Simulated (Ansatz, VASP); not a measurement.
**One calculation of ZrS2, two programs**

INCAR

```
PREC = Accurate
ENCUT = 500
EDIFF = 1E-6
ISMEAR = 0
SIGMA = 0.1
LREAL = F
LASPH = T
NELM = 120
ALGO = Normal
ISIF = 2
LWAVE = F
LCHARG = T
GGA = PE
IVDW = 13
LELF = T
LVHAR = T
NBANDS = 19
GGA_COMPAT = F
```

KPOINTS

```
Automatic mesh
0
Gamma
  6 6 4
```

File POSCAR:

```
ZrS2
1.0
    3.6913825498      0.0000000000      0.0000000000
   -1.8456912749      3.1968310632      0.0000000000
    0.0000000000      0.0000000000      6.0410770100
Zr S
1 2
Direct
    0.0000000000      0.0000000000      0.0000000000
    0.6666666700      0.3333333300      0.7620900300
    0.3333333300      0.6666666700      0.2379099700
```

Input for Ansatz:

```yaml
crystal:
  lattice:
    - [3.6913825498, 0.0, 0.0]
    - [-1.8456912749, 3.1968310632, 0.0]
    - [0.0, 0.0, 6.04107701]
  atoms:
    - { symbol: Zr, position: [0.0, 0.0, 0.0] }
    - { symbol: S, position: [0.66666667, 0.33333333, 0.76209003] }
    - { symbol: S, position: [0.33333333, 0.66666667, 0.23790997] }
basis:
  ecutwfc: 420
kpoints:
  mp_grid: { grid: [6, 6, 4] }
hamiltonian:
  xc: pbe
  dispersion: d4
  pseudopotentials: { kind: paw }
scf:
  occupations: { method: gaussian, width: 0.1 }
output:
  forces: true
  stress: true
  eigenvalues: true
```

Alike in both runs: task single point; functional PBE; dispersion D4; k mesh 6 × 6 × 4; occupations gaussian, width 0.1 eV; no spin polarisation.

|  | VASP | Ansatz |
| --- | --- | --- |
| version | VASP 6.6.1 | Ansatz 0.2.0 |
| potentials or method | VASP PAW PBE potentials, release 64 (Zr_sv, S), cutoff 500 eV | scalar-relativistic, plane waves, PAW |
| valence electrons in the cell | 24 | 24 |

```csv
,VASP,Ansatz,Ansatz less VASP
gap on the k mesh at the Fermi level (eV),1.07,1.07,-0.003
least direct gap on the mesh (eV),1.64,1.63,-0.007
pressure (GPa),-1.4,-1.3,+0.03
"traceless stress, the component that is largest in VASP (GPa)",0.60,0.57,-0.031
rms of the force components (eV/Å),0.018,0.015,-0.0032
```

Atom by atom the forces differ by 0.003 eV/Å (rms over components).
